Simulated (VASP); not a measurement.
C, 1 atom in the cell. Symmetry: Fm-3m, No. 225, cubic system. Conventional cell: a = 3.056 Å, b = 3.056 Å, c = 3.056 Å, α = 90.00°, β = 90.00°, γ = 90.00°. Within 2.9 Å of C (site symmetry m-3m) lie 12 C at 2.16 Å.  This cell differs from its parent crystal: volume scaled by 1.04.

| Quantity | Value |
| --- | --- |
| Program | VASP 6.6.1 |
| Task | single point |
| Functional | LDA |
| Potentials or basis | VASP PAW LDA potentials, release 64 (C) |
| Cutoff | 520 eV |
| k mesh | 20 × 20 × 20 |
| Occupations | fermi-dirac, width 0.1 eV |
| Spin | no spin polarisation |
| Dipole correction | no |
| Further INCAR settings | ALGO = Normal; EDIFF = 1e-07; NBANDS = 8 |

Potentials or basis: VASP PAW LDA potentials, release 64 (C).

Command:

```bash
$ cat potpaw_LDA.64/C/POTCAR > POTCAR
$ mpirun -np 1 vasp_std > vasp.out
```

Hardware: 1 thread of Intel(R) Xeon(R) Platinum 8259CL CPU @ 2.50GHz (Skylake/Cascade Lake) (shared host).

Q: Estimate the wall time of this run.

A: Run time: 5 s on 1 thread of Intel(R) Xeon(R) Platinum 8259CL CPU @ 2.50GHz (Skylake/Cascade Lake) (shared host), peak memory 0.11 GiB. Counts: scf iterations 9, k points 256.
